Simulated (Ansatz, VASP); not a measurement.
# EuI3 in VASP and in Ansatz

```xyz
4
Lattice="0.0000 3.6980 3.6980 3.6980 0.0000 3.6980 3.6980 3.6980 0.0000" Properties=species:S:1:pos:R:3 pbc="T T T"
Eu    0.0000    0.0000    0.0000
I     3.6980    3.6980    3.6980
I     1.8490    1.8490    1.8490
I     5.5471    5.5471    5.5471
```

Alike in both runs: task single point; functional PBE; k mesh 6 × 6 × 6; occupations fermi-dirac, width 0.05 eV; collinear spin.

|  | VASP | Ansatz |
| --- | --- | --- |
| version | VASP 6.6.1 | Ansatz 0.2.0 |
| potentials or method | VASP PAW PBE potentials, release 64 (Eu, I) | Ansatz PAW |
| plane-wave cutoff (eV) | 520 | 420 |
| valence electrons in the cell | 38 | 68 |

```csv
,VASP,Ansatz,Ansatz less VASP
gap on the k mesh at the Fermi level (eV),none,none,-
pressure (GPa),20.8,20.9,+0.09
net moment per atom (μB),1.54,1.54,+0.001
size of the moment on the site where the two differ most (μB),6.41,6.60,+0.191
```

Site moments also hang on the region over which each program counts them. A gap of «none» marks a metal or a gap that the smearing closes. With one functional, cell and mesh, what is left measures potentials, basis and numerics. VASP's potentials hold 38 valence electrons a cell and Ansatz's 68, so a difference there can come from the potentials and not from the codes.

Neither program's run includes spin-orbit coupling.
